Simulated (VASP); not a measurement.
# Cs (P6_3/mmc) in VASP: further runs, part 2 of 3

VASP 6.6.1. The steps go on from the part before.

### 3 Single point, LDA (volume scaled by 0.96)

File INCAR:

```
SYSTEM = Cs
  PREC = Accurate
  ENCUT = 520
  EDIFF = 1E-6
  ISMEAR = -1
  SIGMA = 0.1
  LREAL = .FALSE.
  LASPH = .TRUE.
  NELM = 60
  ALGO = Normal
  ISIF = 2
  LWAVE = .FALSE.
  LCHARG = .FALSE.
  NBANDS = 26
```

File KPOINTS:

```
regular mesh
0
G
  8 8 3
  0 0 0
```

File POSCAR:

```
Cs
1.0
    5.0684505565      0.0000000000      0.0000000000
   -2.5342252783      4.3894069398      0.0000000000
    0.0000000000      0.0000000000     16.6091561759
Cs
4
Direct
    0.0000000000      1.0000000000      0.0000000000
    0.0000000000      1.0000000000      0.5000000000
    0.3333333333      0.6666666667      0.2500000000
    0.6666666667      0.3333333333      0.7500000000
```

Potentials or basis: VASP PAW LDA potentials, release 64 (Cs_sv).

Run with:

```console
$ cat potpaw_LDA.64/Cs_sv/POTCAR > POTCAR
$ mpirun -np 1 vasp_std > vasp.out
```

OUTCAR:

```text
SYSTEM = Cs
   PREC = Accurate
   ENCUT = 520
   EDIFF = 1E-6
   ISMEAR = -1
   LREAL = .FALSE.
   LASPH = .TRUE.
   NELM = 60
   ISIF = 2

 ion  position               nearest neighbor table
   1  0.000  0.000  0.000-
   2  0.000  0.000  0.500-
   3  0.333  0.667  0.250-
   4  0.667  0.333  0.750-

  LATTYP: Found a hexagonal cell.
 ALAT       =     5.0684505565
 C/A-ratio  =     3.2769691626

  Lattice vectors:

 A1 = (   5.0684505565,   0.0000000000,   0.0000000000)
 A2 = (  -2.5342252783,   4.3894069398,   0.0000000000)
 A3 = (   0.0000000000,   0.0000000000,  16.6091561759)

Analysis of symmetry for initial positions (statically):
=====================================================================
 Subroutine PRICEL returns:
 Original cell was already a primitive cell.

 Routine SETGRP: Setting up the symmetry group for a
 hexagonal supercell.

 Subroutine GETGRP returns: Found 24 space group operations
 (whereof 12 operations were pure point group operations)
 out of a pool of 24 trial point group operations.

The static configuration has the point symmetry D_3d.
 The point group associated with its full space group is D_6h.

Analysis of symmetry for dynamics (positions and initial velocities):
=====================================================================
 Subroutine PRICEL returns:
 Original cell was already a primitive cell.

 Routine SETGRP: Setting up the symmetry group for a
 hexagonal supercell.

 Subroutine GETGRP returns: Found 24 space group operations
 (whereof 12 operations were pure point group operations)
 out of a pool of 24 trial point group operations.

The dynamic configuration has the point symmetry D_3d.
 The point group associated with its full space group is D_6h.

 Subroutine INISYM returns: Found 24 space group operations
 (whereof 12 operations are pure point group operations),
 and found     1 'primitive' translations

----------------------------------------------------------------------------------------

                                     Primitive cell

  volume of cell :     369.5121

  direct lattice vectors                    reciprocal lattice vectors
     5.068450557  0.000000000  0.000000000     0.197298955  0.113910605  0.000000000
    -2.534225278  4.389406940  0.000000000     0.000000000  0.227821210  0.000000000
     0.000000000  0.000000000 16.609156176     0.000000000  0.000000000  0.060207755

  length of vectors
     5.068450557  5.068450557 16.609156176     0.227821210  0.227821210  0.060207755

  position of ions in fractional coordinates (direct lattice)
     0.000000000  0.000000000  0.000000000
     0.000000000  0.000000000  0.500000000
     0.333333333  0.666666667  0.250000000
     0.666666667  0.333333333  0.750000000

  ion indices of the primitive-cell ions
   primitive index   ion index
                 1           1
                 2           2
                 3           3
                 4           4

----------------------------------------------------------------------------------------

 KPOINTS: regular mesh

Automatic generation of k-mesh.
 Grid dimensions read from file:
 generate k-points for:    8    8    3

 Generating k-lattice:

  Cartesian coordinates                     Fractional coordinates (reciprocal lattice)
     0.024662369  0.014238826  0.000000000     0.125000000  0.000000000  0.000000000
     0.000000000  0.028477651  0.000000000     0.000000000  0.125000000  0.000000000
     0.000000000  0.000000000  0.020069252     0.000000000  0.000000000  0.333333333

  Length of vectors
     0.028477651  0.028477651  0.020069252

  Shift w.r.t. Gamma in fractional coordinates (k-lattice)
     0.000000000  0.000000000  0.000000000

 Subroutine IBZKPT returns following result:
 ===========================================

 Found     20 irreducible k-points:

 Following reciprocal coordinates:
            Coordinates               Weight
  0.000000  0.000000  0.000000      1.000000
  0.125000  0.000000  0.000000      6.000000
  0.250000  0.000000  0.000000      6.000000
  0.375000  0.000000  0.000000      6.000000
  0.500000  0.000000  0.000000      3.000000
  0.125000  0.125000  0.000000      6.000000
[... 12 lines left out ...]
  0.250000  0.250000  0.333333     12.000000
  0.375000  0.250000  0.333333     12.000000
   k-points           NKPTS =     20   k-points in BZ     NKDIM =     20   number of bands    NBANDS=     26
   number of dos      NEDOS =    301   number of ions     NIONS =      4
   total plane-waves  NPLWV = 201600
   dimension x,y,z NGX =    40 NGY =   40 NGZ =  126
   dimension x,y,z NGXF=    80 NGYF=   80 NGZF=  252
   ions per type =               4
   NGX,Y,Z   is equivalent  to a cutoff of  13.12, 13.12, 12.61 a.u.
   NGXF,Y,Z  is equivalent  to a cutoff of  26.24, 26.24, 25.22 a.u.
 SYSTEM =  Cs
   PREC   = accura    normal or accurate (medium, high low for compatibility)
   ISTART =      0    job   : 0-new  1-cont  2-samecut
   ICHARG =      2    charge: 1-file 2-atom 10-const
   ISPIN  =      1    spin polarized calculation?
   LNONCOLLINEAR =      F non collinear calculations
   LSORBIT =      F    spin-orbit coupling
   LASPH  =      T    aspherical Exc in radial PAW
   ENCUT  =  520.0 eV  38.22 Ry    6.18 a.u.   9.42  9.42 30.88*2*pi/ulx,y,z
   NELM   =     60;   NELMIN=  2; NELMDL= -5     # of ELM steps
   EDIFF  = 0.1E-05   stopping-criterion for ELM
   LREAL  =      F    real-space projection
   EDIFFG = 0.1E-04   stopping-criterion for IOM
   NSW    =      0    number of steps for IOM
   IBRION =     -1    ionic relax: 0-MD 1-quasi-New 2-CG
   NFREE  =      0    steps in history (QN), initial steepest desc. (CG)
   ISIF   =      2    stress and relaxation
   ISYM   =      2    0-nonsym 1-usesym 2-fastsym
   POTIM  = 0.5000    time-step for ionic-motion
   TEBEG  =    0.0;   TEEND  =   0.0 temperature during run
   PSTRESS=    0.0 pullay stress
   NELECT =      36.0000    total number of electrons
   NUPDOWN=      -1.0000    fix difference up-down
   EMIN   =  10.00;   EMAX   =-10.00  energy-range for DOS
   EFERMI =   0.00;   METHOD = LEGACY
   ISMEAR =    -1;   SIGMA  =   0.10  broadening in eV -4-tet -1-fermi 0-gaus
   EFERMI_NEDOS =   21; number of points for ismear=-14 and -15
   IALGO  =     38    algorithm
   IMIX   =      4    mixing-type and parameters
     AMIX     =   0.40;   BMIX     =  1.00
     AMIX_MAG =   1.60;   BMIX_MAG =  1.00
  volume/ion in A,a.u.               =      92.38       623.40
  Fermi-wavevector in a.u.,A,eV,Ry     =   0.753297  1.423525  7.720708  0.567456
  Thomas-Fermi vector in A             =   1.850704
   LORBIT       =      0    0 simple, 1 ext, 2 COOP (PROOUT), +10 PAW based schemes
   GGA     = CA    functional components
   LHFCALC =     F    Hartree Fock is set to
   AEXX    =    0.0000 exact exchange contribution
   IVDW    =     0    specifies the selected vdW correction
   LEPSILON=     F    determine dielectric tensor
   LRPA    =     F    only Hartree local field effects (RPA)
 non-spin polarized calculation
  energy-cutoff  :      520.00
  volume of cell :      369.51
 maximum number of plane-waves:     10003
 NGX is ok and might be reduce to    40
   NGX = 19   NGY = 19   NGZ = 61

 number of electron      35.9999998 magnetization

 Free energy of the ion-electron system (eV)
  ---------------------------------------------------
  ext. energy  EPLUGINS =         0.00000000
  ---------------------------------------------------
  free energy    TOTEN  =        -4.04948682 eV

  energy without entropy =       -3.87747362  energy(sigma->0) =       -3.96348022

 E-fermi :   0.8777     XC(G=0):  -6.1347

 val. band max:        0.8195536294   @ k =   0.5000   0.0000   0.3333
 cond. band min:       0.9015163919   @ k =   0.3750   0.1250   0.3333
 fundamental gap:      0.0819627625
 Fermi energy:         0.8777028632

 k-point     1 :       0.0000    0.0000    0.0000
  band No.  band energies     occupation
      1     -22.8184      2.00000
      2     -22.8107      2.00000
      3     -22.8089      2.00000
      4     -22.8011      2.00000
      5      -9.7912      2.00000
      6      -9.6532      2.00000
[... 18 lines left out ...]
     25       3.2615      0.00000
     26       3.3312      0.00000
[... 528 lines left out ...]
      4     -22.7954      2.00000
      5      -9.7428      2.00000
      6      -9.7379      2.00000
[... 18 lines left out ...]
     25       2.2679      0.00000
     26       2.4076      0.00000

------------------------ aborting loop because EDIFF is reached ----------------------------------------

  FORCE on cell =-STRESS in cart. coord.  units (eV):
  Direction    XX          YY          ZZ          XY          YZ          ZX
  --------------------------------------------------------------------------------------
  -------------------------------------------------------------------------------------
  Total        0.2482159      0.2482159      0.1758471     -0.0000000      0.0000000      0.0000000
  in kB        1.0762459      1.0762459      0.7624603     -0.0000000      0.0000000      0.0000000
  external PRESSURE =       0.9716507 kB  Pullay stress =       0.0000000 kB

 VOLUME and BASIS-vectors are now :
 -----------------------------------------------------------------------------
  energy-cutoff  :      520.00
  volume of cell :      369.51
      direct lattice vectors                 reciprocal lattice vectors
     5.068450557  0.000000000  0.000000000     0.197298955  0.113910605  0.000000000
    -2.534225278  4.389406940  0.000000000     0.000000000  0.227821210  0.000000000
     0.000000000  0.000000000 16.609156176     0.000000000  0.000000000  0.060207755

 POSITION                                       TOTAL-FORCE (eV/Angst)
 -----------------------------------------------------------------------------------
      0.00000      0.00000      0.00000         0.000000      0.000000     -0.000000
      0.00000      0.00000      8.30458         0.000000      0.000000     -0.000000
     -0.00000      2.92627      4.15229        -0.000000     -0.000000      0.000000
      2.53423      1.46314     12.45687         0.000000      0.000000      0.000000
 -----------------------------------------------------------------------------------
    total drift:                                0.000000      0.000000     -0.000000

  FREE ENERGIE OF THE ION-ELECTRON SYSTEM (eV)
  ---------------------------------------------------
  free  energy   TOTEN  =        -4.0494868195 eV

  energy  without entropy=       -3.8774736205  energy(sigma->0) =       -3.96348022
```

OSZICAR:

```text
N       E                     dE             d eps       ncg     rms          rms(c)
DAV:   1     0.273473419628E+03    0.27347E+03   -0.12503E+04  1040   0.105E+03
DAV:   2     0.323610157293E+02   -0.24111E+03   -0.23547E+03  1482   0.187E+02
DAV:   3    -0.325982770142E+01   -0.35621E+02   -0.35441E+02  1302   0.734E+01
DAV:   4    -0.405282324549E+01   -0.79300E+00   -0.79214E+00  1344   0.133E+01
DAV:   5    -0.405914450359E+01   -0.63213E-02   -0.63205E-02  1348   0.126E+00    0.309E-01
DAV:   6    -0.405182953512E+01    0.73150E-02   -0.10286E-02  1342   0.389E-01    0.175E-01
DAV:   7    -0.404940340814E+01    0.24261E-02   -0.82336E-03  1228   0.333E-01    0.789E-02
DAV:   8    -0.404947283898E+01   -0.69431E-04   -0.34245E-04  1378   0.822E-02    0.144E-02
DAV:   9    -0.404948634302E+01   -0.13504E-04   -0.85349E-06  1284   0.139E-02    0.480E-03
DAV:  10    -0.404948681952E+01   -0.47649E-06   -0.81804E-07  1044   0.244E-03
   1 F= -.40494868E+01 E0= -.39634802E+01  d E =-.172013E+00
```

stdout:

```text
POSCAR found type information on POSCAR Cs
 POSCAR found :  1 types and       4 ions
 scaLAPACK will be used
 LDA part: xc-table for (Slater(with rela. corr.)+CA(PZ))
 , standard interpolation
 POSCAR, INCAR and KPOINTS ok, starting setup
 FFT: planning ... GRIDC
 FFT: planning ... GRID_SOFT
 FFT: planning ... GRID
 WAVECAR not read
 entering main loop
```

It took 3.4 min on 1 thread of Oxide Virtual Turin-like, shared host; peak memory 0.37 GiB.

Results:

```yaml
Free_energy: -4.0495 eV
Pressure: 0.1 GPa
Band_gap_on_the_k_mesh: zero (band 18 reaches 1.40 eV, above the bottom of band 19 at -0.27 eV)
```

Levels at points of the mesh, in eV from the Fermi level:
| k point | band 15 | band 16 | band 17 | band 18 | band 19 | band 20 | band 21 | band 22 |
| --- | --- | --- | --- | --- | --- | --- | --- | --- |
| (0.00, 0.00, 0.00) | -10.38 | -10.38 | -1.90 | -1.15 | -1.15 | -0.15 | 1.10 | 1.66 |
| (0.50, 0.00, 0.00) | -10.43 | -10.42 | -0.11 | 0.03 | 0.25 | 0.28 | 0.89 | 0.93 |

Caveat: spin-orbit coupling is left out, which moves the levels of the heavy elements.

(Part 2 of 3 ends here.)
